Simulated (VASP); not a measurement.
# NiPt: single point with LDA

Crystal: NiPt.

```
Ni Pt
1.0
     2.70994    0.00000    0.00000
     0.00000    2.70994    0.00000
     0.00000    0.00000    3.57832
Ni Pt
1 1
Direct
  0.50000 0.50000 0.50000
  0.00000 0.00000 0.00000
```

```json
{
  "Program": "VASP 6.6.1",
  "Task": "single point",
  "Functional": "LDA",
  "Potentials or basis": "VASP PAW LDA potentials, release 64 (Ni, Pt)",
  "Cutoff": "520 eV",
  "k mesh": "11 × 11 × 8",
  "Occupations": "fermi-dirac, width 0.1 eV",
  "Spin": "collinear spin, ferromagnetic start",
  "Starting moments": "[1.5, 0.6] μB"
}
```

```yaml
Pressure: -12.4 GPa
Net_moment: 0.31 μB per cell
Site_moments: Ni +0.22; Pt +0.09 μB
Valence_electrons_inside_the_program's_atomic_spheres: Ni 9.24; Pt 9.37
```

Stress tensor (GPa, compression positive):
```
-12.73   0.00   0.00
  0.00 -12.73   0.00
  0.00   0.00 -11.83
```

Levels at points of the mesh, in eV from the Fermi level:
Spin up:
```csv
k point,band 6,band 7,band 8,band 9,band 10,band 11,band 12,band 13,band 14,band 15
"(0.00, 0.00, 0.00)",-1.93,-1.42,-0.84,-0.01,0.19,0.19,3.07,10.95,11.71,11.71
"(0.00, 0.00, 0.50)",-2.01,-2.01,-1.44,-1.44,-1.42,-0.88,-0.61,15.92,16.47,16.71
```
Spin down:
```csv
k point,band 6,band 7,band 8,band 9,band 10,band 11,band 12,band 13,band 14,band 15
"(0.00, 0.00, 0.00)",-1.76,-1.28,-0.69,0.12,0.36,0.36,3.10,11.00,11.73,11.73
"(0.00, 0.00, 0.50)",-1.95,-1.95,-1.26,-1.21,-1.21,-0.66,-0.55,15.97,16.50,16.75
```

Wall time 74 s on 1 thread of Intel(R) Xeon(R) Platinum 8488C (Sapphire Rapids), with other jobs on the host, peak memory 0.2 GiB.

Caveat: the cell stands under tension; spin-orbit coupling is left out, which moves the levels of the heavy elements.
